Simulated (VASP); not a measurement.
# AlN (P6_3mc) in VASP: settings compared

The runs below take AlN through single point, relaxation of cell and atoms, with PBEsol+D4, PBEsol+D3(BJ), PBEsol.

Everything below comes from runs of VASP 6.6.1. Logs are shortened: lines on timing, memory, paths and dates and some standing lists are left out, and cuts for length are marked.

**Measured values to compare with.**

“Structural and optical properties of self-assembled AlN nanowires grown on SiO2/Si substrates by molecular beam epitaxy”, 2024, arxiv:2402.00216 quotes, for a bulk crystal of AlN at 0 K: band gap 6.0343 eV (an exciton energy, a little under the gap).

The runs below are set against these values where they give the same quantity.

### Step 1. The cell of the first run

It takes space group P6_3mc (No. 186, hexagonal). Conventional cell: a = 3.101 Å, b = 3.101 Å, c = 4.959 Å, α = 90.00°, β = 90.00°, γ = 120.00°. Within 2.5 Å of Al (site symmetry 3m) lie 4 N at 1.88 to 1.90 Å. Within 2.5 Å of N (site symmetry 3m) lie 4 Al at 1.88 to 1.90 Å.

### Step 2. Single point, PBEsol+D4

INCAR

```
SYSTEM = AlN
ALGO = Normal
EDIFF = 1E-7
ENCUT = 520
GGA = PS
ISIF = 2
ISMEAR = -1
IVDW = 13
LASPH = .TRUE.
LCHARG = .TRUE.
LELF = .TRUE.
LREAL = .FALSE.
LVHAR = .TRUE.
LWAVE = .FALSE.
NBANDS = 16
NELM = 80
PREC = Accurate
SIGMA = 0.05
```

KPOINTS

```
k-points
0
G
  10 10 6
  0 0 0
```

POSCAR

```
AlN
1.0
    3.1013597043      0.0000000000      0.0000000000
   -1.5506798522      2.6858562902      0.0000000000
    0.0000000000      0.0000000000      4.9587334277
Al N
2 2
Direct
    0.6666666667      0.3333333333      0.4988667870
    0.3333333333      0.6666666667     -0.0011332130
    0.6666666667      0.3333333333      0.8811332130
    0.3333333333      0.6666666667      0.3811332130
```

Potentials or basis: VASP PAW PBE potentials, release 64 (Al, N).

Launch:

```
cat potpaw_PBE.64/Al/POTCAR potpaw_PBE.64/N/POTCAR > POTCAR
mpirun -np 1 vasp_std > vasp.out
```

OUTCAR:

```text
SYSTEM = AlN
   EDIFF = 1E-7
   ENCUT = 520
   GGA = PS
   ISIF = 2
   ISMEAR = -1
   IVDW = 13
   LASPH = .TRUE.
   LREAL = .FALSE.
   NELM = 80
   PREC = Accurate

 ion  position               nearest neighbor table
   1  0.667  0.333  0.499-   4 1.88   4 1.88   4 1.88   3 1.90   2 3.06   2 3.06   2 3.06   2 3.06
                             2 3.06   2 3.06
   2  0.333  0.667  0.999-   3 1.88   3 1.88   3 1.88   4 1.90   1 3.06   1 3.06   1 3.06   1 3.06
                             1 3.06   1 3.06
   3  0.667  0.333  0.881-   2 1.88   2 1.88   2 1.88   1 1.90
   4  0.333  0.667  0.381-   1 1.88   1 1.88   1 1.88   2 1.90

  LATTYP: Found a hexagonal cell.
 ALAT       =     3.1013597043
 C/A-ratio  =     1.5988901322

  Lattice vectors:

 A1 = (   3.1013597043,   0.0000000000,   0.0000000000)
 A2 = (  -1.5506798522,   2.6858562902,   0.0000000000)
 A3 = (   0.0000000000,   0.0000000000,   4.9587334277)

Analysis of symmetry for initial positions (statically):
=====================================================================
 Subroutine PRICEL returns:
 Original cell was already a primitive cell.

 Routine SETGRP: Setting up the symmetry group for a
 hexagonal supercell.

 Subroutine GETGRP returns: Found 12 space group operations
 (whereof  6 operations were pure point group operations)
 out of a pool of 24 trial point group operations.

The static configuration has the point symmetry C_3v.
 The point group associated with its full space group is C_6v.

Analysis of symmetry for dynamics (positions and initial velocities):
=====================================================================
 Subroutine PRICEL returns:
 Original cell was already a primitive cell.

 Routine SETGRP: Setting up the symmetry group for a
 hexagonal supercell.

 Subroutine GETGRP returns: Found 12 space group operations
 (whereof  6 operations were pure point group operations)
 out of a pool of 24 trial point group operations.

The dynamic configuration has the point symmetry C_3v.
 The point group associated with its full space group is C_6v.

 Subroutine INISYM returns: Found 12 space group operations
 (whereof  6 operations are pure point group operations),
 and found     1 'primitive' translations

----------------------------------------------------------------------------------------

                                     Primitive cell

  volume of cell :      41.3053

  direct lattice vectors                    reciprocal lattice vectors
     3.101359704  0.000000000  0.000000000     0.322439219  0.186160370  0.000000000
    -1.550679852  2.685856290  0.000000000     0.000000000  0.372320739  0.000000000
     0.000000000  0.000000000  4.958733428     0.000000000  0.000000000  0.201664400

  length of vectors
     3.101359704  3.101359704  4.958733428     0.372320739  0.372320739  0.201664400

  position of ions in fractional coordinates (direct lattice)
     0.666666667  0.333333333  0.498866787
     0.333333333  0.666666667  0.998866787
     0.666666667  0.333333333  0.881133213
     0.333333333  0.666666667  0.381133213

  ion indices of the primitive-cell ions
   primitive index   ion index
                 1           1
                 2           2
                 3           3
                 4           4

----------------------------------------------------------------------------------------

 KPOINTS: k-points

Automatic generation of k-mesh.
 Grid dimensions read from file:
 generate k-points for:   10   10    6

 Generating k-lattice:

  Cartesian coordinates                     Fractional coordinates (reciprocal lattice)
     0.032243922  0.018616037  0.000000000     0.100000000  0.000000000  0.000000000
     0.000000000  0.037232074  0.000000000     0.000000000  0.100000000  0.000000000
     0.000000000  0.000000000  0.033610733     0.000000000  0.000000000  0.166666667

  Length of vectors
     0.037232074  0.037232074  0.033610733

  Shift w.r.t. Gamma in fractional coordinates (k-lattice)
     0.000000000  0.000000000  0.000000000

 Subroutine IBZKPT returns following result:
 ===========================================

 Found     56 irreducible k-points:

 Following reciprocal coordinates:
            Coordinates               Weight
  0.000000  0.000000  0.000000      1.000000
  0.100000  0.000000  0.000000      6.000000
  0.200000  0.000000  0.000000      6.000000
  0.300000  0.000000  0.000000      6.000000
  0.400000  0.000000  0.000000      6.000000
  0.500000  0.000000  0.000000      3.000000
[... 16 lines left out ...]
  0.300000  0.100000  0.166667     24.000000
  0.400000  0.100000  0.166667     24.000000
 [... further k-points ...]
   k-points           NKPTS =     56   k-points in BZ     NKDIM =     56   number of bands    NBANDS=     16
   number of dos      NEDOS =    301   number of ions     NIONS =      4
   total plane-waves  NPLWV =  23040
   dimension x,y,z NGX =    24 NGY =   24 NGZ =   40
   dimension x,y,z NGXF=    48 NGYF=   48 NGZF=   80
   ions per type =               2   2
   NGX,Y,Z   is equivalent  to a cutoff of  12.87, 12.87, 13.41 a.u.
   NGXF,Y,Z  is equivalent  to a cutoff of  25.73, 25.73, 26.82 a.u.
 SYSTEM =  AlN
   PREC   = accura    normal or accurate (medium, high low for compatibility)
   ISTART =      0    job   : 0-new  1-cont  2-samecut
   ICHARG =      2    charge: 1-file 2-atom 10-const
   ISPIN  =      1    spin polarized calculation?
   LNONCOLLINEAR =      F non collinear calculations
   LSORBIT =      F    spin-orbit coupling
   LASPH  =      T    aspherical Exc in radial PAW
   ENCUT  =  520.0 eV  38.22 Ry    6.18 a.u.   5.77  5.77  9.22*2*pi/ulx,y,z
   NELM   =     80;   NELMIN=  2; NELMDL= -5     # of ELM steps
   EDIFF  = 0.1E-06   stopping-criterion for ELM
   LREAL  =      F    real-space projection
   EDIFFG = 0.1E-05   stopping-criterion for IOM
   NSW    =      0    number of steps for IOM
   IBRION =     -1    ionic relax: 0-MD 1-quasi-New 2-CG
   NFREE  =      0    steps in history (QN), initial steepest desc. (CG)
   ISIF   =      2    stress and relaxation
   ISYM   =      2    0-nonsym 1-usesym 2-fastsym
   POTIM  = 0.5000    time-step for ionic-motion
   TEBEG  =    0.0;   TEEND  =   0.0 temperature during run
   PSTRESS=    0.0 pullay stress
   NELECT =      16.0000    total number of electrons
   NUPDOWN=      -1.0000    fix difference up-down
   EMIN   =  10.00;   EMAX   =-10.00  energy-range for DOS
   EFERMI =   0.00;   METHOD = LEGACY
   ISMEAR =    -1;   SIGMA  =   0.05  broadening in eV -4-tet -1-fermi 0-gaus
   EFERMI_NEDOS =   21; number of points for ismear=-14 and -15
   IALGO  =     38    algorithm
   IMIX   =      4    mixing-type and parameters
     AMIX     =   0.40;   BMIX     =  1.00
     AMIX_MAG =   1.60;   BMIX_MAG =  1.00
  volume/ion in A,a.u.               =      10.33        69.69
  Fermi-wavevector in a.u.,A,eV,Ry     =   1.193382  2.255166 19.376892  1.424161
  Thomas-Fermi vector in A             =   2.329398
   LORBIT       =      0    0 simple, 1 ext, 2 COOP (PROOUT), +10 PAW based schemes
   GGA     = PS    functional components
   LHFCALC =     F    Hartree Fock is set to
   AEXX    =    0.0000 exact exchange contribution
   IVDW    =    13    specifies the selected vdW correction
   LEPSILON=     F    determine dielectric tensor
   LRPA    =     F    only Hartree local field effects (RPA)
 non-spin polarized calculation
  energy-cutoff  :      520.00
  volume of cell :       41.31
 maximum number of plane-waves:      1132
 NGX is ok and might be reduce to    24
   NGX = 11   NGY = 11   NGZ = 19

 number of electron      15.9999996 magnetization

 Free energy of the ion-electron system (eV)
  ---------------------------------------------------
  ext. energy  EPLUGINS =         0.00000000
  ---------------------------------------------------
  free energy    TOTEN  =       -31.30772062 eV

  energy without entropy =      -31.30772062  energy(sigma->0) =      -31.30772062

 E-fermi :   7.1717     XC(G=0): -11.1561

 val. band max:        6.1839882704   @ k =   0.0000   0.0000   0.0000
 cond. band min:      10.4024018152   @ k =   0.0000   0.0000   0.0000
 fundamental gap:      4.2184135449
 Fermi energy:         7.1717249657

 k-point     1 :       0.0000    0.0000    0.0000
  band No.  band energies     occupation
      1      -9.0644      2.00000
      2      -6.8397      2.00000
      3       0.0711      2.00000
      4       5.2861      2.00000
      5       5.2861      2.00000
      6       5.9461      2.00000
[... 8 lines left out ...]
     15      19.3132      0.00000
     16      19.3178      0.00000

 k-point     2 :       0.1000    0.0000    0.0000
  band No.  band energies     occupation
      1      -8.9343      2.00000
      2      -6.7661      2.00000
      3       0.2247      2.00000
      4       4.6960      2.00000
      5       5.1189      2.00000
      6       5.3755      2.00000
[... 8 lines left out ...]
     15      19.2543      0.00000
     16      19.3568      0.00000

 k-point     3 :       0.2000    0.0000    0.0000
  band No.  band energies     occupation
      1      -8.5599      2.00000
      2      -6.5739      2.00000
      3       0.6742      2.00000
      4       3.3674      2.00000
      5       4.2593      2.00000
      6       4.7572      2.00000
[... 8 lines left out ...]
     15      18.4250      0.00000
     16      18.8327      0.00000

 k-point     4 :       0.3000    0.0000    0.0000
  band No.  band energies     occupation
      1      -7.9984      2.00000
      2      -6.3571      2.00000
      3       1.3779      2.00000
      4       1.9880      2.00000
      5       3.1315      2.00000
      6       4.3898      2.00000
[... 8 lines left out ...]
     15      18.2778      0.00000
     16      20.1150      0.00000
[... 324 lines left out ...]
 k-point    22 :       0.2000    0.1000    0.1667
  band No.  band energies     occupation
      1      -8.1162      2.00000
      2      -6.5807      2.00000
      3       1.2257      2.00000
      4       2.8125      2.00000
      5       3.2830      2.00000
      6       4.4839      2.00000
[... 8 lines left out ...]
     15      18.6041      0.00000
     16      19.8787      0.00000

 k-point    23 :       0.3000    0.1000    0.1667
  band No.  band energies     occupation
      1      -7.5306      2.00000
      2      -6.3686      2.00000
      3       1.1802      2.00000
      4       2.0495      2.00000
      5       2.8087      2.00000
      6       4.0012      2.00000
[... 8 lines left out ...]
     15      18.5709      0.00000
     16      20.6043      0.00000

 k-point    24 :       0.4000    0.1000    0.1667
  band No.  band energies     occupation
      1      -7.0177      2.00000
      2      -6.3297      2.00000
      3       0.6637      2.00000
      4       1.7057      2.00000
      5       3.0483      2.00000
      6       3.8357      2.00000
[... 8 lines left out ...]
     15      18.7619      0.00000
     16      21.1058      0.00000

 [... further k-points ...]

------------------------ aborting loop because EDIFF is reached ----------------------------------------

  DFT-D4 for vdW energy calculation

  Edisp (eV):   -0.70391

  FORCE on cell =-STRESS in cart. coord.  units (eV):
  Direction    XX          YY          ZZ          XY          YZ          ZX
  --------------------------------------------------------------------------------------
  -------------------------------------------------------------------------------------
  Total      -0.00192    -0.00192     0.00122     0.00000    -0.00000     0.00000
  in kB      -0.07450    -0.07450     0.04717     0.00000    -0.00000     0.00000
  external pressure =       -0.03 kB  Pullay stress =        0.00 kB

 VOLUME and BASIS-vectors are now :
 -----------------------------------------------------------------------------
  energy-cutoff  :      520.00
  volume of cell :       41.31
      direct lattice vectors                 reciprocal lattice vectors
     3.101359704  0.000000000  0.000000000     0.322439219  0.186160370  0.000000000
    -1.550679852  2.685856290  0.000000000     0.000000000  0.372320739  0.000000000
     0.000000000  0.000000000  4.958733428     0.000000000  0.000000000  0.201664400

 POSITION                                       TOTAL-FORCE (eV/Angst)
 -----------------------------------------------------------------------------------
      1.55068      0.89529      2.47375        -0.000000      0.000000     -0.000516
     -0.00000      1.79057      4.95311         0.000000      0.000000     -0.000516
      1.55068      0.89529      4.36930         0.000000      0.000000      0.000516
     -0.00000      1.79057      1.88994        -0.000000      0.000000      0.000516
 -----------------------------------------------------------------------------------
    total drift:                               -0.000000      0.000000     -0.000577

  FREE ENERGIE OF THE ION-ELECTRON SYSTEM (eV)
  ---------------------------------------------------
  free  energy   TOTEN  =       -32.0116349685 eV

  energy  without entropy=      -32.0116349684  energy(sigma->0) =      -32.01163497
```

Wall time 18 s (1 thread of Intel Xeon 6975P-C (Granite Rapids), shared host); peak memory 0.17 GiB.

What came out:

- Free energy: -32.0116 eV
- Pressure: 0.0 GPa
- Band gap on the k mesh: 4.22 eV, direct
- Dispersion energy per atom: -0.176 eV

Caveat: the PAW data sets were made with another functional, which shifts forces and pressure a little.

[end of part 1 of 2]
